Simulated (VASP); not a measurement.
Input of a VASP 6.6.1 run:

Contents of INCAR:

```
SYSTEM = PbSe
PREC = Accurate ; ENCUT = 520
EDIFF = 1E-8 ; ISMEAR = -1
SIGMA = 0.01 ; LREAL = .FALSE.
LASPH = .TRUE. ; NELM = 100
ALGO = Normal ; ISIF = 2
LWAVE = .FALSE. ; LCHARG = .FALSE.
GGA = PS ; LEFG = .TRUE.
NBANDS = 17
```

Contents of KPOINTS:

```
Automatic mesh
0
G
  9 9 9
  0 0 0
```

Contents of POSCAR:

```
PbSe
1.0
   -0.0918645000      3.0162177500      3.0162177500
    3.0162177500     -0.0918645000      3.0162177500
    3.0162177500      3.0162177500     -0.0918645000
Pb Se
1 1
Direct
    0.0000000000      0.0000000000      0.0000000000
    0.5000000000      0.5000000000      0.5000000000
```

Potentials or basis: VASP PAW PBE potentials, release 64 (Pb_d, Se).

The run is started by

```bash
$ cat potpaw_PBE.64/Pb_d/POTCAR potpaw_PBE.64/Se/POTCAR > POTCAR
$ mpirun -np 1 vasp_std > vasp.out
```

Question: Predict the pressure.

Answer: -0.6 GPa.

Question: Predict the band gap on the k mesh.

Answer: 0.38 eV, indirect (least direct gap 0.60 eV).

Stress tensor (GPa, compression positive):
```
-0.58  0.50  0.50
 0.50 -0.58  0.50
 0.50  0.50 -0.58
```

Caveat: the cell differs from its parent crystal (equal xy, yz and zx shear strains of -3 %); without QUAD_EFG the Cq values of the log hold for a quadrupole moment of 1 mb, not for the nuclei; the PAW data sets were made with another functional, which shifts forces and pressure a little; spin-orbit coupling is left out, which moves the levels of the heavy elements. A k mesh can miss the band edges.
